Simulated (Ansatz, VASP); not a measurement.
**One calculation of BAs, two programs**

```
B As
1.0
     0.00000    2.38850    2.43627
     2.38850    0.00000    2.43627
     2.38850    2.38850    0.00000
B As
1 1
Direct
  0.00000 0.00000 0.00000
  0.25000 0.25000 0.25000
```

Change from the starting cell: z stretched by +2 %, ions relaxed.

Alike in both runs: functional PBE; k mesh 16 × 16 × 16; occupations fermi-dirac, width 0.02 eV; no spin polarisation.

Ansatz relaxed the structure, and its values are those at the end. VASP's run is a single point on that final structure, the one shown.

|  | VASP | Ansatz |
| --- | --- | --- |
| version | VASP 6.6.1 | Ansatz 0.2.0 |
| potentials or method | VASP PAW PBE potentials, release 64 (B, As) | plane-wave PAW, scalar-relativistic |
| plane-wave cutoff (eV) | 520 | 420 |
| valence electrons in the cell | 8 | 18 |

```tsv
	VASP	Ansatz	Ansatz less VASP
gap on the k mesh at the Fermi level (eV)	1.06	1.07	+0.008
pressure (GPa)	0.6	0.1	-0.59
```

VASP's potentials hold 8 valence electrons a cell and Ansatz's 18, so a difference there can come from the potentials and not from the codes. Ansatz's warnings: stress scf threshold loose.
